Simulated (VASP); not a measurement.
# Ir: single point with PBE

Ir:

```
Ir
1.0
     4.43724    0.00000    0.00000
    -2.21862    3.84276    0.00000
     0.00000    0.00000    2.74010
Ir
3
Cartesian
  2.2186 3.8428 0.0000
  0.0000 2.5618 1.3701
  2.2186 1.2809 1.3701
```

This isn't the form of Ir at room conditions, which is fcc.

| Item | Value |
| --- | --- |
| Program | VASP 6.6.1 |
| Task | single point |
| Functional | PBE |
| Potentials or basis | VASP PAW PBE potentials, release 64 (Ir) |
| Cutoff | 520 eV |
| k mesh | 9 × 9 × 13 |
| Occupations | fermi-dirac, width 0.1 eV |
| Spin | no spin polarisation |
| Dipole correction | no |
| Further INCAR settings | ALGO = Normal; EDIFF = 1e-06; NBANDS = 20 |

* Pressure: -11.2 GPa
* Band gap on the k mesh: zero (an odd number of electrons rules out a gap without spin polarisation)

Stress tensor (GPa, compression positive):
```
-11.25   0.00   0.00
  0.00 -11.25   0.00
  0.00   0.00 -10.98
```

Levels at points of the mesh, in eV from the Fermi level:
```tsv
k point	band 12	band 13	band 14	band 15	band 16	band 17
(0.00, 0.00, 0.00)	-1.85	-1.81	-1.81	1.03	1.03	5.66
```

It took 90 s on 1 thread of Intel Xeon 8259CL, on a shared host, peak memory 0.21 GiB.

Caveat: the cell stands under tension; spin-orbit coupling is left out, which moves the levels of the heavy elements.
